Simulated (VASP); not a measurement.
# NiO (P2/m) in VASP: notebook, part 2 of 2

VASP 6.6.1.

**3. Single point, PBE**

This run uses another cell than the first one, of 11.74 Å³/atom.

INCAR reads:

```
PREC = Accurate ; ENCUT = 700
EDIFF = 1E-6 ; ISMEAR = 0
SIGMA = 0.1 ; LREAL = False
LASPH = True ; NELM = 120
ALGO = Normal ; ISIF = 2
LWAVE = False ; LCHARG = True
GGA = PE ; LELF = True
LVHAR = True ; NBANDS = 32
GGA_COMPAT = False
```

KPOINTS reads:

```
regular mesh
0
Gamma
  6 6 4
```

POSCAR reads:

```
NiO
1.0
    3.5957334639      0.0000000000      0.0123167556
    0.0000000000      2.6429907451      0.0000000000
   -0.0379813296      0.0000000000      4.9395995310
Ni O
2 2
Direct
    0.0000000000      0.0000000000      0.0000000000
    0.0000000000      0.0000000000      0.5000000000
    0.8273803888      0.5000000000      0.2494869475
    0.1726196112      0.5000000000      0.7505130525
```

Potentials or basis: VASP PAW PBE potentials, release 64 (Ni_sv_GW, O).

Run with:

```bash
cat potpaw_PBE.64/Ni_sv_GW/POTCAR potpaw_PBE.64/O/POTCAR > POTCAR
mpirun -np 1 vasp_std > vasp.out
```

OUTCAR:

```text
PREC = Accurate
   ENCUT = 700
   EDIFF = 1E-6
   ISMEAR = 0
   LREAL = False
   LASPH = True
   NELM = 120
   ISIF = 2
   GGA = PE

 ion  position               nearest neighbor table
   1  0.000  0.000  0.000-   3 1.91   4 1.91   3 1.91   4 1.91   2 2.47   2 2.47
   2  0.000  0.000  0.500-   3 1.91   4 1.91   3 1.91   4 1.91   1 2.47   1 2.47
   3  0.827  0.500  0.249-   2 1.91   2 1.91   1 1.91   1 1.91
   4  0.173  0.500  0.751-   2 1.91   2 1.91   1 1.91   1 1.91

  LATTYP: Found a simple monoclinic cell.
 ALAT       =     3.5957545586
 B/A-ratio  =     0.7350309099
 C/A-ratio  =     1.3737716161
 COS(beta)  =    -0.0042636200

  Lattice vectors:

 A1 = (   3.5957334639,   0.0000000000,   0.0123167556)
 A2 = (   0.0000000000,   2.6429907451,   0.0000000000)
 A3 = (  -0.0379813296,   0.0000000000,   4.9395995310)

Analysis of symmetry for initial positions (statically):
=====================================================================
 Subroutine PRICEL returns:
 Original cell was already a primitive cell.

 Routine SETGRP: Setting up the symmetry group for a
 simple monoclinic supercell.

 Subroutine GETGRP returns: Found  4 space group operations
 (whereof  4 operations were pure point group operations)
 out of a pool of  4 trial point group operations.

The static configuration has the point symmetry C_2h.

Analysis of symmetry for dynamics (positions and initial velocities):
=====================================================================
 Subroutine PRICEL returns:
 Original cell was already a primitive cell.

 Routine SETGRP: Setting up the symmetry group for a
 simple monoclinic supercell.

 Subroutine GETGRP returns: Found  4 space group operations
 (whereof  4 operations were pure point group operations)
 out of a pool of  4 trial point group operations.

The dynamic configuration has the point symmetry C_2h.

 Subroutine INISYM returns: Found  4 space group operations
 (whereof  4 operations are pure point group operations),
 and found     1 'primitive' translations

----------------------------------------------------------------------------------------

                                     Primitive cell

  volume of cell :      46.9447

  direct lattice vectors                    reciprocal lattice vectors
     3.595733464  0.000000000  0.012316756     0.278100052  0.000000000  0.002138353
     0.000000000  2.642990745  0.000000000     0.000000000  0.378359251  0.000000000
    -0.037981330  0.000000000  4.939599531    -0.000693435  0.000000000  0.202440229

  length of vectors
     3.595754559  2.642990745  4.939745551     0.278108273  0.378359251  0.202441417

  position of ions in fractional coordinates (direct lattice)
     0.000000000  0.000000000  0.000000000
     0.000000000  0.000000000  0.500000000
     0.827380389  0.500000000  0.249486948
     0.172619611  0.500000000  0.750513052

  ion indices of the primitive-cell ions
   primitive index   ion index
                 1           1
                 2           2
                 3           3
                 4           4

----------------------------------------------------------------------------------------

 KPOINTS: regular mesh

Automatic generation of k-mesh.
 Grid dimensions read from file:
 generate k-points for:    6    6    4

 Generating k-lattice:

  Cartesian coordinates                     Fractional coordinates (reciprocal lattice)
     0.046350009  0.000000000  0.000356392     0.166666667  0.000000000  0.000000000
     0.000000000  0.063059875  0.000000000     0.000000000  0.166666667  0.000000000
    -0.000173359  0.000000000  0.050610057     0.000000000  0.000000000  0.250000000

  Length of vectors
     0.046351379  0.063059875  0.050610354

  Shift w.r.t. Gamma in fractional coordinates (k-lattice)
     0.000000000  0.000000000  0.000000000

 Subroutine IBZKPT returns following result:
 ===========================================

 Found     56 irreducible k-points:

 Following reciprocal coordinates:
            Coordinates               Weight
  0.000000  0.000000  0.000000      1.000000
  0.166667  0.000000  0.000000      2.000000
  0.333333  0.000000  0.000000      2.000000
  0.500000  0.000000  0.000000      1.000000
  0.000000  0.166667  0.000000      2.000000
  0.166667  0.166667  0.000000      4.000000
[... 16 lines left out ...]
  0.000000  0.166667  0.250000      4.000000
  0.166667  0.166667  0.250000      4.000000
 [... further k-points ...]
   k-points           NKPTS =     56   k-points in BZ     NKDIM =     56   number of bands    NBANDS=     32
   number of dos      NEDOS =    301   number of ions     NIONS =      4
   total plane-waves  NPLWV =  36864
   dimension x,y,z NGX =    32 NGY =   24 NGZ =   48
   dimension x,y,z NGXF=    64 NGYF=   48 NGZF=   96
   ions per type =               2   2
   NGX,Y,Z   is equivalent  to a cutoff of  14.79, 15.10, 16.15 a.u.
   NGXF,Y,Z  is equivalent  to a cutoff of  29.59, 30.19, 32.31 a.u.
 SYSTEM =  unknown system
   PREC   = accura    normal or accurate (medium, high low for compatibility)
   ISTART =      0    job   : 0-new  1-cont  2-samecut
   ICHARG =      2    charge: 1-file 2-atom 10-const
   ISPIN  =      1    spin polarized calculation?
   LNONCOLLINEAR =      F non collinear calculations
   LSORBIT =      F    spin-orbit coupling
   LASPH  =      T    aspherical Exc in radial PAW
   ENCUT  =  700.0 eV  51.45 Ry    7.17 a.u.   7.76  5.70 10.66*2*pi/ulx,y,z
   NELM   =    120;   NELMIN=  2; NELMDL= -5     # of ELM steps
   EDIFF  = 0.1E-05   stopping-criterion for ELM
   LREAL  =      F    real-space projection
   EDIFFG = 0.1E-04   stopping-criterion for IOM
   NSW    =      0    number of steps for IOM
   IBRION =     -1    ionic relax: 0-MD 1-quasi-New 2-CG
   NFREE  =      0    steps in history (QN), initial steepest desc. (CG)
   ISIF   =      2    stress and relaxation
   ISYM   =      2    0-nonsym 1-usesym 2-fastsym
   POTIM  = 0.5000    time-step for ionic-motion
   TEBEG  =    0.0;   TEEND  =   0.0 temperature during run
   PSTRESS=    0.0 pullay stress
   NELECT =      48.0000    total number of electrons
   NUPDOWN=      -1.0000    fix difference up-down
   EMIN   =  10.00;   EMAX   =-10.00  energy-range for DOS
   EFERMI =   0.00;   METHOD = LEGACY
   ISMEAR =     0;   SIGMA  =   0.10  broadening in eV -4-tet -1-fermi 0-gaus
   EFERMI_NEDOS =   21; number of points for ismear=-14 and -15
   IALGO  =     38    algorithm
   IMIX   =      4    mixing-type and parameters
     AMIX     =   0.40;   BMIX     =  1.00
     AMIX_MAG =   1.60;   BMIX_MAG =  1.00
  volume/ion in A,a.u.               =      11.74        79.20
  Fermi-wavevector in a.u.,A,eV,Ry     =   1.649275  3.116678 37.009327  2.720109
  Thomas-Fermi vector in A             =   2.738423
   LORBIT       =      0    0 simple, 1 ext, 2 COOP (PROOUT), +10 PAW based schemes
   GGA     = PE    functional components
   LHFCALC =     F    Hartree Fock is set to
   AEXX    =    0.0000 exact exchange contribution
   IVDW    =     0    specifies the selected vdW correction
   LEPSILON=     F    determine dielectric tensor
   LRPA    =     F    only Hartree local field effects (RPA)
 non-spin polarized calculation
 Gauss-broadening in eV      SIGMA  =   0.10
  energy-cutoff  :      700.00
  volume of cell :       46.94
 maximum number of plane-waves:      2000
   NGX = 15   NGY = 11   NGZ = 21

 number of electron      47.9999979 magnetization

 Free energy of the ion-electron system (eV)
  ---------------------------------------------------
  ext. energy  EPLUGINS =         0.00000000
  ---------------------------------------------------
  free energy    TOTEN  =       -24.89312412 eV

  energy without entropy =      -24.88271308  energy(sigma->0) =      -24.88791860

 E-fermi :   3.8246     XC(G=0): -11.0856

 val. band max:        3.8074676989   @ k =   0.3333   0.0000   0.0000
 cond. band min:       3.8564112380   @ k =   0.1667   0.0000   0.2500
 fundamental gap:      0.0489435392
 Fermi energy:         3.8245762597

 k-point     1 :       0.0000    0.0000    0.0000
  band No.  band energies     occupation
      1     -99.3626      2.00000
      2     -99.3495      2.00000
      3     -60.2161      2.00000
      4     -60.0918      2.00000
      5     -60.0241      2.00000
      6     -60.0105      2.00000
[... 829 lines left out ...]
     31      17.0997      0.00000
     32      18.4894      0.00000

 [... further k-points ...]

------------------------ aborting loop because EDIFF is reached ----------------------------------------

  FORCE on cell =-STRESS in cart. coord.  units (eV):
  Direction    XX          YY          ZZ          XY          YZ          ZX
  --------------------------------------------------------------------------------------
  -------------------------------------------------------------------------------------
  Total       -0.1511899     -0.0535538     -0.0614223      0.0000000      0.0000000      0.0034469
  in kB       -5.1599680     -1.8277394     -2.0962835      0.0000000      0.0000000      0.1176407
  external PRESSURE =      -3.0279970 kB  Pullay stress =       0.0000000 kB

 VOLUME and BASIS-vectors are now :
 -----------------------------------------------------------------------------
  energy-cutoff  :      700.00
  volume of cell :       46.94
      direct lattice vectors                 reciprocal lattice vectors
     3.595733464  0.000000000  0.012316756     0.278100052  0.000000000  0.002138353
     0.000000000  2.642990745  0.000000000     0.000000000  0.378359251  0.000000000
    -0.037981330  0.000000000  4.939599531    -0.000693435  0.000000000  0.202440229

 POSITION                                       TOTAL-FORCE (eV/Angst)
 -----------------------------------------------------------------------------------
      0.00000      0.00000      0.00000         0.000000     -0.000000      0.000000
     -0.01899      0.00000      2.46980         0.000000     -0.000000      0.000000
      2.96556      1.32150      1.24256        -0.017211     -0.000000      0.000262
      0.59219      1.32150      3.70936         0.017211      0.000000     -0.000262
 -----------------------------------------------------------------------------------
    total drift:                               -0.000000      0.000000      0.000000

  FREE ENERGIE OF THE ION-ELECTRON SYSTEM (eV)
  ---------------------------------------------------
  free  energy   TOTEN  =       -24.8931241235 eV

  energy  without entropy=      -24.8827130812  energy(sigma->0) =      -24.88791860
```

stdout:

```text
POSCAR found type information on POSCAR NiO
 POSCAR found :  2 types and       4 ions
 scaLAPACK will be used
 LDA part: xc-table for (Slater+PW92), standard interpolation
 POSCAR, INCAR and KPOINTS ok, starting setup
 FFT: planning ... GRIDC
 FFT: planning ... GRID_SOFT
 FFT: planning ... GRID
 WAVECAR not read
 entering main loop
```

Wall time 75 s (1 thread of Intel Xeon 6975P-C (Granite Rapids), shared host); peak memory 0.27 GiB.

Results:

```
Free energy            : -24.8931 eV
Pressure               : -0.3 GPa
Largest force          : 0.017 eV/Å
Band gap on the k mesh : zero (bands 24 and 25 overlap by 0.07 eV)
```

Forces in eV/Å, atoms in the order of the input:
```
Ni   0.000  0.000  0.000
Ni   0.000  0.000  0.000
O   -0.017  0.000  0.000
O    0.017  0.000  0.000
```

Caveat: the k points lie up to 0.40 Å⁻¹ apart; the run has no spin polarisation, though such a crystal can be magnetic; semilocal functionals often make such compounds metallic where correlation or magnetic order opens a gap, which also shifts bond lengths.

The gap in the log of VASP goes by the Fermi energy; the results here count the filled bands.